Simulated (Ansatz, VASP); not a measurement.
# One calculation of Al3Cu2, two programs

```
CELL_PARAMETERS angstrom
4.05584 0.00000 0.00000
-2.02792 3.51246 0.00000
0.00000 0.00000 4.93202
ATOMIC_POSITIONS crystal
Al 0.00000 0.00000 0.00000
Al 0.33333 0.66667 0.35086
Al 0.66667 0.33333 0.64914
Cu 0.33333 0.66667 0.84151
Cu 0.66667 0.33333 0.15849
```

Alike in both runs: functional LDA; k mesh 12 × 12 × 8; occupations gaussian, width 0.1 eV; no spin polarisation.

Ansatz relaxed the structure, and its values are those at the end. VASP's run is a single point on that final structure, the one shown.

|  | VASP | Ansatz |
| --- | --- | --- |
| version | VASP 6.6.1 | Ansatz 0.2.0 |
| potentials or method | VASP PAW LDA potentials, release 64 (Al, Cu), cutoff 520 eV | scalar-relativistic, plane waves, PAW |
| valence electrons in the cell | 31 | 47 |

VASP gave:

| Item | Value |
| --- | --- |
| gap on the k mesh at the Fermi level (eV) | none |
| pressure (GPa) | 0.4 |

Task: What did Ansatz give for the same quantities?

Result: gap on the k mesh at the Fermi level (eV): none; pressure (GPa): 0.0.

LDA's correlation is that of Perdew and Zunger in VASP and of Perdew and Wang (1992) in Ansatz. A gap of «none» marks a metal or a gap that the smearing closes. VASP's potentials hold 31 valence electrons a cell and Ansatz's 47, so a difference there can come from the potentials and not from the codes.
